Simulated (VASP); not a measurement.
A run of VASP 6.6.1 is set up as follows.

File INCAR:

```
PREC = Accurate
ENCUT = 520
EDIFF = 1E-6
ISMEAR = 0
SIGMA = 0.1
LREAL = F
LASPH = T
NELM = 80
ALGO = Normal
ISIF = 2
LWAVE = F
LCHARG = T
GGA = PE
LELF = T
LVHAR = T
NBANDS = 26
```

The input KPOINTS:

```
regular mesh
0
Gamma
  6 6 6
```

File POSCAR:

```
Cd2C3
1.0
    1.3315541076      0.7687731224     12.7074765762
   -1.3315541076      0.7687731224     12.7074765762
    0.0000000000     -1.5375462449     12.7074765762
Cd C
2 3
Direct
    0.3883918048      0.3883918048      0.3883918048
    0.6116081952      0.6116081952      0.6116081952
    0.0000000000      0.0000000000      0.0000000000
    0.1666674157      0.1666674157      0.1666674157
    0.8333325843      0.8333325843      0.8333325843
```

Potentials or basis: VASP PAW PBE potentials, release 64 (Cd, C).

The run is started by

```sh
$ cat potpaw_PBE.64/Cd/POTCAR potpaw_PBE.64/C/POTCAR > POTCAR
$ mpirun -np 1 vasp_std > vasp.out
```

Task: What does it give for the largest force?

Result: 0.054 eV/Å.

Task: What does it give for the pressure?

Result: 0.9 GPa.

Task: What does it give for the band gap on the k mesh?

Result: Zero (bands 18 and 19 overlap by 0.08 eV).

Forces on the atoms (eV/Å):
```
Cd   0.000  0.000  0.054
Cd   0.000  0.000 -0.054
C    0.000  0.000  0.000
C    0.000  0.000 -0.001
C    0.000  0.000  0.001
```

Caveat: the k points lie up to 0.45 Å⁻¹ apart.
